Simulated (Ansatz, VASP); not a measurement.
## TaAs: VASP beside Ansatz

```
CELL_PARAMETERS angstrom
0.00000 2.61465 2.61465
2.60164 0.01301 2.60164
2.60164 2.60164 0.01301
ATOMIC_POSITIONS crystal
Ta 0.50000 0.50000 0.50000
As 0.00000 0.00000 0.00000
```

Change from the starting cell: strain e4 = +0.01, atoms carried along.

Alike in both runs: task single point; functional PBEsol; k mesh 10 × 10 × 10; occupations gaussian, width 0.05 eV; no spin polarisation.

|  | VASP | Ansatz |
| --- | --- | --- |
| version | VASP 6.6.1 | Ansatz 0.2.0 |
| potentials or method | VASP PAW PBE potentials, release 64 (Ta_pv, As), cutoff 520 eV | scalar-relativistic, plane waves, PAW |
| valence electrons in the cell | 16 | 28 |

|  | VASP | Ansatz | Ansatz less VASP |
| --- | --- | --- | --- |
| gap on the k mesh at the Fermi level (eV) | none | none | - |
| pressure (GPa) | 0.7 | 0.0 | -0.66 |
| traceless stress, the component that is largest in VASP (GPa) | -0.32 | -0.32 | -0.002 |

VASP's potentials were made for PBE, not for PBEsol. A gap of «none» marks a metal or a gap that the smearing closes. VASP's potentials hold 16 valence electrons a cell and Ansatz's 28, so a difference there can come from the potentials and not from the codes.

Spin-orbit coupling is off throughout.
